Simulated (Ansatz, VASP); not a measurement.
**AlN: VASP beside Ansatz**

```xyz
2
Lattice="0.0000 2.0176 1.9780 2.0176 0.0000 1.9780 2.0176 2.0176 0.0000" Properties=species:S:1:pos:R:3 pbc="T T T"
Al    0.0000    0.0000    0.0000
N     2.0176    2.0176    1.9780
```

Change from the starting cell: equal xx and yy strain of +2 %.

Alike in both runs: task single point; functional LDA; k mesh 12 × 12 × 12; occupations fermi-dirac, width 0.01 eV; no spin polarisation.

```csv
,VASP,Ansatz
version,VASP 6.6.1,Ansatz 0.2.0
potentials or method,"VASP PAW LDA potentials, release 64 (Al, N), cutoff 520 eV","all-electron LAPW, scalar-relativistic"
```

|  | VASP | Ansatz | Ansatz less VASP |
| --- | --- | --- | --- |
| gap on the k mesh at the Fermi level (eV) | 4.54 | 4.54 | -0.005 |
| pressure (GPa) | 1.4 | 0.8 | -0.60 |
| traceless stress, the component that is largest in VASP (GPa) | 4.36 | 4.26 | -0.099 |

LDA's correlation is that of Perdew and Zunger in VASP and of Perdew and Wang (1992) in Ansatz. Ansatz ran all-electron here, and VASP with PAW potentials.
